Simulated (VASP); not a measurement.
# TiO2 (I4_1/amd) in VASP: further runs

TiO2 is run at these levels: PBE+U; tasks: single point.

Everything below comes from runs of VASP 6.6.1. Logs are shortened: lines on timing, memory, paths and dates and some standing lists are left out, and cuts for length are marked.

## (1) The cell of the first run

It takes space group I4_1/amd (No. 141, tetragonal). Conventional cell: a = 3.707 Å, b = 3.707 Å, c = 9.320 Å, α = 90.00°, β = 90.00°, γ = 90.00°. Within 2.5 Å of Ti (site symmetry -4m2) lie 6 O at 1.89 to 1.94 Å. Within 2.5 Å of O (site symmetry 2mm) lie 3 Ti at 1.89 to 1.94 Å and 2 O at 2.42 Å.

## (2) Single point, PBE+U

INCAR reads:

```
PREC     = Accurate       # precision mode
ENCUT    = 520            # plane-wave cutoff, eV
EDIFF    = 1E-6           # SCF threshold, eV
ISMEAR   = 0              # smearing method
SIGMA    = 0.05           # smearing width, eV
LREAL    = False          # projectors in reciprocal space
LASPH    = True           # aspherical terms in the spheres
NELM     = 150            # most SCF steps
ALGO     = Normal         # electronic algorithm
ISIF     = 2              # what is computed and relaxed
LWAVE    = False          # write WAVECAR
LCHARG   = False          # write CHGCAR
LMAXMIX  = 4              # l up to which the mixer works
LDAU     = True           # DFT+U
LDAUTYPE = 2            
LDAUL    = 2 -1           # shell
LDAUU    = 4 0            # U, eV
LDAUJ    = 0 0          
LDAUPRINT= 1            
GGA      = PE             # functional
NBANDS   = 33             # bands
```

KPOINTS reads:

```
regular mesh
0
Gamma
  8 8 8
```

POSCAR reads:

```
TiO2
1.0
    0.0000000000     -3.7069497526      0.0000000000
    3.7069497526      0.0000000000      0.0000000000
   -1.8534748763      1.8534748763      4.6601849950
Ti O
2 4
Direct
    0.0000000000      0.0000000000      0.0000000000
    0.7500000000      0.2500000000      0.5000000000
    0.2081000000      0.2081000000      0.4162000000
    0.9581000000      0.4581000000      0.9162000000
    0.5419000000      0.0419000000      0.0838000000
    0.7919000000      0.7919000000      0.5838000000
```

Potentials or basis: VASP PAW PBE potentials, release 64 (Ti_sv, O).

Command:

```console
> cat potpaw_PBE.64/Ti_sv/POTCAR potpaw_PBE.64/O/POTCAR > POTCAR
> mpirun -np 1 vasp_std > vasp.out
```

OUTCAR:

```text
PREC = Accurate
   ENCUT = 520
   EDIFF = 1E-6
   ISMEAR = 0
   LREAL = False
   LASPH = True
   NELM = 150
   ISIF = 2
   GGA = PE

 ion  position               nearest neighbor table
   1  0.000  0.000  0.000-   5 1.89   4 1.89   5 1.89   4 1.89   6 1.94   3 1.94
   2  0.750  0.250  0.500-   6 1.89   3 1.89   6 1.89   3 1.89   4 1.94   5 1.94
   3  0.208  0.208  0.416-   2 1.89   2 1.89   1 1.94
   4  0.958  0.458  0.916-   1 1.89   1 1.89   2 1.94
   5  0.542  0.042  0.084-   1 1.89   1 1.89   2 1.94
   6  0.792  0.792  0.584-   2 1.89   2 1.89   1 1.94

  LATTYP: Found a body centered tetragonal cell.
 ALAT       =     3.7069497526
 C/A-ratio  =     2.5142962846

  Lattice vectors:

 A1 = (  -1.8534748763,  -1.8534748763,  -4.6601849950)
 A2 = (   1.8534748763,   1.8534748763,  -4.6601849950)
 A3 = (   1.8534748763,  -1.8534748763,   4.6601849950)

Analysis of symmetry for initial positions (statically):
=====================================================================
 Subroutine PRICEL returns:
 Original cell was already a primitive cell.

 Routine SETGRP: Setting up the symmetry group for a
 body centered tetragonal supercell.

 Subroutine GETGRP returns: Found 16 space group operations
 (whereof  8 operations were pure point group operations)
 out of a pool of 16 trial point group operations.

The static configuration has the point symmetry D_2d.
 The point group associated with its full space group is D_4h.

Analysis of symmetry for dynamics (positions and initial velocities):
=====================================================================
 Subroutine PRICEL returns:
 Original cell was already a primitive cell.

 Routine SETGRP: Setting up the symmetry group for a
 body centered tetragonal supercell.

 Subroutine GETGRP returns: Found 16 space group operations
 (whereof  8 operations were pure point group operations)
 out of a pool of 16 trial point group operations.

The dynamic configuration has the point symmetry D_2d.
 The point group associated with its full space group is D_4h.

 Subroutine INISYM returns: Found 16 space group operations
 (whereof  8 operations are pure point group operations),
 and found     1 'primitive' translations

----------------------------------------------------------------------------------------

                                     Primitive cell

  volume of cell :      64.0378

  direct lattice vectors                    reciprocal lattice vectors
     0.000000000 -3.706949753  0.000000000     0.000000000 -0.269763570  0.107291878
     3.706949753  0.000000000  0.000000000     0.269763570  0.000000000  0.107291878
    -1.853474876  1.853474876  4.660184995     0.000000000  0.000000000  0.214583756

  length of vectors
     3.706949753  3.706949753  5.346780566     0.290316949  0.290316949  0.214583756

  position of ions in fractional coordinates (direct lattice)
     0.000000000  0.000000000  0.000000000
     0.750000000  0.250000000  0.500000000
     0.208100000  0.208100000  0.416200000
     0.958100000  0.458100000  0.916200000
     0.541900000  0.041900000  0.083800000
     0.791900000  0.791900000  0.583800000

  ion indices of the primitive-cell ions
   primitive index   ion index
                 1           1
                 2           2
                 3           3
                 4           4
                 5           5
[... 100 lines left out ...]
   U (eV)           for each species LDAUU =   4.0  0.0
   J (eV)           for each species LDAUJ =   0.0  0.0
   GGA     = PE    functional components
   LHFCALC =     F    Hartree Fock is set to
   AEXX    =    0.0000 exact exchange contribution
   IVDW    =     0    specifies the selected vdW correction
   LEPSILON=     F    determine dielectric tensor
   LRPA    =     F    only Hartree local field effects (RPA)
 non-spin polarized calculation
 Gauss-broadening in eV      SIGMA  =   0.05
  energy-cutoff  :      520.00
  volume of cell :       64.04
 maximum number of plane-waves:      1740
   NGX = 13   NGY = 13   NGZ = 19

atom =   1  type =  1  l = 2

 onsite density matrix

spin component  1

  0.1092 -0.0000  0.0000 -0.0000  0.0000
 -0.0000  0.1093  0.0000  0.0000  0.0000
  0.0000  0.0000  0.2669 -0.0000  0.0000
 -0.0000  0.0000 -0.0000  0.1093  0.0000
  0.0000  0.0000  0.0000  0.0000  0.2696

spin component  2

  0.1092 -0.0000  0.0000 -0.0000  0.0000
 -0.0000  0.1093  0.0000  0.0000  0.0000
  0.0000  0.0000  0.2669 -0.0000  0.0000
 -0.0000  0.0000 -0.0000  0.1093  0.0000
  0.0000  0.0000  0.0000  0.0000  0.2696

 occupancies and eigenvectors

  o =  0.1092  v =  1.0000  0.0000  0.0000  0.0000  0.0000  0.0000  0.0000  0.0000  0.0000  0.0000      0.0000  0.0000  0.0000  0.0000  0.0000  0.0000  0.0000  0.0000  0.0000  0.0000
  o =  0.1092  v =  0.0000  0.0000  0.0000  0.0000  0.0000  1.0000  0.0000  0.0000  0.0000  0.0000      0.0000  0.0000  0.0000  0.0000  0.0000  0.0000  0.0000  0.0000  0.0000  0.0000
  o =  0.1093  v =  0.0000 -0.0094  0.0000 -1.0000 -0.0000  0.0000  0.0000  0.0000  0.0000  0.0000      0.0000  0.0000  0.0000  0.0000  0.0000  0.0000  0.0000  0.0000  0.0000  0.0000
  o =  0.1093  v =  0.0000  0.0000  0.0000  0.0000  0.0000  0.0000 -0.0094  0.0000 -1.0000 -0.0000      0.0000  0.0000  0.0000  0.0000  0.0000  0.0000  0.0000  0.0000  0.0000  0.0000
  o =  0.1093  v =  0.0000  1.0000  0.0000 -0.0094  0.0000  0.0000  0.0000  0.0000  0.0000  0.0000      0.0000  0.0000  0.0000  0.0000  0.0000  0.0000  0.0000  0.0000  0.0000  0.0000
  o =  0.1093  v =  0.0000  0.0000  0.0000  0.0000  0.0000  0.0000  1.0000  0.0000 -0.0094  0.0000      0.0000  0.0000  0.0000  0.0000  0.0000  0.0000  0.0000  0.0000  0.0000  0.0000
  o =  0.2669  v =  0.0000  0.0000 -1.0000  0.0000 -0.0000  0.0000  0.0000  0.0000  0.0000  0.0000      0.0000  0.0000  0.0000  0.0000  0.0000  0.0000  0.0000  0.0000  0.0000  0.0000
  o =  0.2669  v =  0.0000  0.0000  0.0000  0.0000  0.0000  0.0000  0.0000 -1.0000  0.0000 -0.0000      0.0000  0.0000  0.0000  0.0000  0.0000  0.0000  0.0000  0.0000  0.0000  0.0000
  o =  0.2696  v =  0.0000 -0.0000 -0.0000  0.0000 -1.0000  0.0000  0.0000  0.0000  0.0000  0.0000      0.0000  0.0000  0.0000  0.0000  0.0000  0.0000  0.0000  0.0000  0.0000  0.0000
  o =  0.2696  v =  0.0000  0.0000  0.0000  0.0000  0.0000  0.0000 -0.0000 -0.0000  0.0000 -1.0000      0.0000  0.0000  0.0000  0.0000  0.0000  0.0000  0.0000  0.0000  0.0000  0.0000

atom =   2  type =  1  l = 2

 onsite density matrix

spin component  1

  0.1092 -0.0000  0.0000  0.0000 -0.0000
 -0.0000  0.1093 -0.0000  0.0000  0.0000
  0.0000 -0.0000  0.2669 -0.0000  0.0000
  0.0000  0.0000 -0.0000  0.1093  0.0000
 -0.0000  0.0000  0.0000  0.0000  0.2696

spin component  2

  0.1092 -0.0000  0.0000  0.0000 -0.0000
 -0.0000  0.1093 -0.0000  0.0000  0.0000
  0.0000 -0.0000  0.2669 -0.0000  0.0000
  0.0000  0.0000 -0.0000  0.1093  0.0000
 -0.0000  0.0000  0.0000  0.0000  0.2696

 occupancies and eigenvectors

  o =  0.1092  v =  1.0000  0.0000  0.0000  0.0000  0.0000  0.0000  0.0000  0.0000  0.0000  0.0000      0.0000  0.0000  0.0000  0.0000  0.0000  0.0000  0.0000  0.0000  0.0000  0.0000
  o =  0.1092  v =  0.0000  0.0000  0.0000  0.0000  0.0000  1.0000  0.0000  0.0000  0.0000  0.0000      0.0000  0.0000  0.0000  0.0000  0.0000  0.0000  0.0000  0.0000  0.0000  0.0000
  o =  0.1093  v =  0.0000  0.9070 -0.0000  0.4212  0.0000  0.0000  0.0000  0.0000  0.0000  0.0000      0.0000  0.0000  0.0000  0.0000  0.0000  0.0000  0.0000  0.0000  0.0000  0.0000
  o =  0.1093  v =  0.0000  0.0000  0.0000  0.0000  0.0000  0.0000  0.9070 -0.0000  0.4212  0.0000      0.0000  0.0000  0.0000  0.0000  0.0000  0.0000  0.0000  0.0000  0.0000  0.0000
  o =  0.1093  v =  0.0000 -0.4212  0.0000  0.9070  0.0000  0.0000  0.0000  0.0000  0.0000  0.0000      0.0000  0.0000  0.0000  0.0000  0.0000  0.0000  0.0000  0.0000  0.0000  0.0000
  o =  0.1093  v =  0.0000  0.0000  0.0000  0.0000  0.0000  0.0000 -0.4212  0.0000  0.9070  0.0000      0.0000  0.0000  0.0000  0.0000  0.0000  0.0000  0.0000  0.0000  0.0000  0.0000
  o =  0.2669  v =  0.0000 -0.0000 -1.0000  0.0000  0.0000  0.0000  0.0000  0.0000  0.0000  0.0000      0.0000  0.0000  0.0000  0.0000  0.0000  0.0000  0.0000  0.0000  0.0000  0.0000
  o =  0.2669  v =  0.0000  0.0000  0.0000  0.0000  0.0000  0.0000 -0.0000 -1.0000  0.0000  0.0000      0.0000  0.0000  0.0000  0.0000  0.0000  0.0000  0.0000  0.0000  0.0000  0.0000
  o =  0.2696  v =  0.0000 -0.0000  0.0000 -0.0000  1.0000  0.0000  0.0000  0.0000  0.0000  0.0000      0.0000  0.0000  0.0000  0.0000  0.0000  0.0000  0.0000  0.0000  0.0000  0.0000
  o =  0.2696  v =  0.0000  0.0000  0.0000  0.0000  0.0000  0.0000 -0.0000  0.0000 -0.0000  1.0000      0.0000  0.0000  0.0000  0.0000  0.0000  0.0000  0.0000  0.0000  0.0000  0.0000

 number of electron      48.0000003 magnetization

 Free energy of the ion-electron system (eV)
  ---------------------------------------------------
  ext. energy  EPLUGINS =         0.00000000
  ---------------------------------------------------
  free energy    TOTEN  =       -47.79110374 eV

  energy without entropy =      -47.79110374  energy(sigma->0) =      -47.79110374

 E-fermi :   4.4343     XC(G=0): -11.0700

 val. band max:        4.1759006310   @ k =   0.5000   0.5000  -0.0000
 cond. band min:       7.0636356531   @ k =   0.0000   0.0000   0.0000
 fundamental gap:      2.8877350221
 Fermi energy:         4.4343434285

 k-point     1 :       0.0000    0.0000    0.0000
  band No.  band energies     occupation
      1     -52.8562      2.00000
      2     -52.7785      2.00000
      3     -29.3652      2.00000
      4     -29.0751      2.00000
      5     -29.0751      2.00000
      6     -28.9883      2.00000
[... 853 lines left out ...]
     32      10.6874      0.00000
     33      10.9662      0.00000

 [... further k-points ...]
[... 5 lines left out ...]
  --------------------------------------------------------------------------------------
  -------------------------------------------------------------------------------------
  Total       12.3698670     12.3698670     12.4817709      0.0000000      0.0000000      0.0000000
  in kB      309.4846109    309.4846109    312.2843609      0.0000000      0.0000000      0.0000000
  external PRESSURE =     310.4178609 kB  Pullay stress =       0.0000000 kB

 VOLUME and BASIS-vectors are now :
 -----------------------------------------------------------------------------
  energy-cutoff  :      520.00
  volume of cell :       64.04
      direct lattice vectors                 reciprocal lattice vectors
     0.000000000 -3.706949753  0.000000000     0.000000000 -0.269763570  0.107291878
     3.706949753  0.000000000  0.000000000     0.269763570  0.000000000  0.107291878
    -1.853474876  1.853474876  4.660184995     0.000000000  0.000000000  0.214583756

 POSITION                                       TOTAL-FORCE (eV/Angst)
 -----------------------------------------------------------------------------------
      0.00000      0.00000      0.00000        -0.000000     -0.000000      0.000000
      0.00000     -1.85347      2.33009         0.000000      0.000000      0.000000
      0.00000      0.00000      1.93957        -0.000000      0.000000      0.662595
      0.00000     -1.85347      4.26966        -0.000000      0.000000      0.662595
      0.00000     -1.85347      0.39052         0.000000     -0.000000     -0.662595
      1.85347     -1.85347      2.72062         0.000000     -0.000000     -0.662595
 -----------------------------------------------------------------------------------
    total drift:                                0.000000     -0.000000      0.000000

  FREE ENERGIE OF THE ION-ELECTRON SYSTEM (eV)
  ---------------------------------------------------
  free  energy   TOTEN  =       -47.7911037356 eV

  energy  without entropy=      -47.7911037356  energy(sigma->0) =      -47.79110374
```

Wall time 2.8 min (1 thread of Intel Xeon Platinum 8259CL at 2.50GHz (Skylake/Cascade Lake), shared host); peak memory 0.23 GiB.

What came out:

| Item | Value |
| --- | --- |
| Free energy | -47.7911 eV |
| Pressure | 31.0 GPa |
| Largest force | 0.663 eV/Å |
| Band gap on the k mesh | 2.89 eV (least direct gap 3.21 eV) |

Forces in eV/Å, atoms in the order of the input:
```
Ti   0.000  0.000  0.000
Ti   0.000  0.000  0.000
O    0.000  0.000  0.663
O    0.000  0.000  0.663
O    0.000  0.000 -0.663
O    0.000  0.000 -0.663
```

Stress tensor (GPa, compression positive):
```
30.95  0.00  0.00
 0.00 30.95  0.00
 0.00  0.00 31.23
```

Levels at points of the mesh, in eV from the valence-band top:
| k point | band 22 | band 23 | band 24 | band 25 | band 26 | band 27 |
| --- | --- | --- | --- | --- | --- | --- |
| (0.00, 0.00, 0.00) | -0.65 | -0.50 | -0.50 | 2.89 | 3.77 | 4.85 |
| (0.50, 0.00, 0.00) | -1.03 | -0.77 | -0.65 | 4.12 | 4.38 | 4.41 |
| (0.50, 0.50, 0.00) | -2.12 | 0.00 | 0.00 | 4.25 | 4.25 | 4.71 |
| (0.00, 0.00, 0.50) | -1.26 | -0.08 | -0.08 | 3.31 | 3.31 | 4.76 |

Eigenvalues of the final occupation matrices:
```
    site  spin  trace               eigenvalues
site 1 d     1   0.86  0.11 0.11 0.11 0.27 0.27
site 1 d     2   0.86  0.11 0.11 0.11 0.27 0.27
site 2 d     1   0.86  0.11 0.11 0.11 0.27 0.27
site 2 d     2   0.86  0.11 0.11 0.11 0.27 0.27
```

Caveat: the cell stands under pressure. A k mesh can miss the band edges.

(Part 1 of 2 ends here.)
